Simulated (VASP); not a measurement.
Set up this calculation in VASP 6.6.1, as the native input.

```
Task                   : single point
Functional             : r2SCAN
Potentials or basis    : VASP PAW PBE potentials, release 64 (S)
Cutoff                 : 520 eV
k mesh                 : 3 × 3 × 3
Occupations            : gaussian, width 0.1 eV
Spin                   : no spin polarisation
Dipole correction      : no
Further INCAR settings : ALGO = Normal; EDIFF = 1e-06; NBANDS = 48
```

S:

```
S
1.0
     3.25386    1.87862    9.36133
    -3.25386    1.87862    9.36133
     0.00000   -3.75724    9.36133
S
12
Direct
  0.02428 0.55159 0.02428
  0.02428 0.02428 0.55159
  0.55159 0.02428 0.02428
  0.97572 0.44841 0.97572
  0.44841 0.97572 0.97572
  0.97572 0.97572 0.44841
  0.18002 0.68744 0.18002
  0.18002 0.18002 0.68744
  0.68744 0.18002 0.18002
  0.81998 0.31256 0.81998
  0.31256 0.81998 0.81998
  0.81998 0.81998 0.31256
```

These files were run (other wordings do the same):

POSCAR

```
S
1.0
    3.2538638662      1.8786191791      9.3613332551
   -3.2538638662      1.8786191791      9.3613332551
    0.0000000000     -3.7572383581      9.3613332551
S
12
Direct
    0.0242770757      0.5515938974      0.0242770757
    0.0242770757      0.0242770757      0.5515938974
    0.5515938974      0.0242770757      0.0242770757
    0.9757229243      0.4484061026      0.9757229243
    0.4484061026      0.9757229243      0.9757229243
    0.9757229243      0.9757229243      0.4484061026
    0.1800203219      0.6874416127      0.1800203219
    0.1800203219      0.1800203219      0.6874416127
    0.6874416127      0.1800203219      0.1800203219
    0.8199796781      0.3125583873      0.8199796781
    0.3125583873      0.8199796781      0.8199796781
    0.8199796781      0.8199796781      0.3125583873
```

INCAR.step1

```
ALGO = Normal
EDIFF = 1E-4
ENCUT = 520
GGA = PE
ISMEAR = 0
LASPH = T
LCHARG = F
LREAL = F
LWAVE = T
NBANDS = 48
NELM = 80
PREC = Accurate
SIGMA = 0.1
```

INCAR.step2

```
ALGO = Normal
EDIFF = 1E-6
ENCUT = 520
ISIF = 2
ISMEAR = 0
ISTART = 1
LASPH = T
LCHARG = F
LMIXTAU = T
LREAL = F
LWAVE = F
METAGGA = R2SCAN
NBANDS = 48
NELM = 80
PREC = Accurate
SIGMA = 0.1
```

KPOINTS

```
k-points
0
Gamma
  3 3 3
```

Potentials or basis: VASP PAW PBE potentials, release 64 (S).

The run is started by

```console
$ cat potpaw_PBE.64/S/POTCAR > POTCAR
$ cp INCAR.step1 INCAR
$ mpirun -np 1 vasp_std > vasp.out
$ cp INCAR.step2 INCAR
$ mpirun -np 1 vasp_std > vasp.out
```

Results of the run:

The pressure is -0.4 GPa, the largest force is 0.236 eV/Å and the band gap on the k mesh is 1.01 eV, indirect (least direct gap 1.16 eV).

Caveat: the PAW data sets were made with another functional, which shifts forces and pressure a little.

It took 17 min on 1 thread of Intel(R) Xeon(R) Platinum 8375C CPU @ 2.90GHz (Ice Lake) (shared host), peak memory 1 GiB.
